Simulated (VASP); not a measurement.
The system is Cd.

```
Cd
1.0
     0.00000    2.21000    2.21000
     2.21000    0.00000    2.21000
     2.21000    2.21000    0.00000
Cd
1
Direct
  0.00000 0.00000 0.00000
```

This isn't the form of Cd at room conditions, which is hcp.

```yaml
Program: VASP 6.6.1
Task: relaxation of cell and atoms
Functional: LDA
Potentials_or_basis: VASP PAW LDA potentials, release 64 (Cd_sv_GW)
Cutoff: 630 eV
k_mesh: 18 × 18 × 18
Occupations: gaussian, width 0.05 eV
Spin: no spin polarisation
```

At the start: pressure -4.5 GPa; volume 21.59 Å³/atom.

Problem. How do energy, volume and symmetry change on relaxing?

Solution. Over 3 steps the energy falls by 24.4 meV/atom and the volume is 20.00 Å³/atom (-7.4 %); space group Fm-3m (No. 225, to 0.1 Å) before and after.

The path:
| step | energy change (eV) | largest force (eV/Å) | pressure (GPa) | volume (Å³) |
| --- | --- | --- | --- | --- |
| 1 | 0.0000 | 0.0000 | -4.51 | 21.59 |
| 2 | -0.0236 | 0.0000 | 0.98 | 19.75 |
| 3 | -0.0244 | 0.0000 | 0.01 | 20.00 |

Final structure:
```cif
data_structure
_symmetry_space_group_name_H-M 'P 1'
_symmetry_Int_Tables_number 1
_cell_length_a 3.0467
_cell_length_b 3.0467
_cell_length_c 3.0467
_cell_angle_alpha 60.000
_cell_angle_beta 60.000
_cell_angle_gamma 60.000
_cell_volume 20.00
loop_
_atom_site_label
_atom_site_type_symbol
_atom_site_fract_x
_atom_site_fract_y
_atom_site_fract_z
_atom_site_occupancy
Cd1 Cd 0.00000 0.00000 0.00000 1
```
